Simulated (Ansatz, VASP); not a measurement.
Fe in VASP and in Ansatz

```
Fe
1.0
     0.00000    2.43988    2.43988
     2.43988    0.00000    2.43988
     2.43988    2.43988    0.00000
Fe
2
Direct
  0.12500 0.12500 0.12500
  0.87500 0.87500 0.87500
```

Alike in both runs: task single point; functional LDA; k mesh 13 × 13 × 13; occupations fermi-dirac, width 0.1 eV; no spin polarisation.

|  | VASP | Ansatz |
| --- | --- | --- |
| version | VASP 6.6.1 | Ansatz 0.2.0 |
| potentials or method | VASP PAW LDA potentials, release 64 (Fe_sv), cutoff 600 eV | plane waves (420 eV) with PAW, scalar-relativistic |
| valence electrons in the cell | 32 | 32 |

```tsv
	VASP	Ansatz	Ansatz less VASP
pressure (GPa)	-14.7	-12.3	+2.45
```

Ansatz warns that its potentials were made for another functional, while VASP's fit it. LDA's correlation is that of Perdew and Zunger in VASP and of Perdew and Wang (1992) in Ansatz.
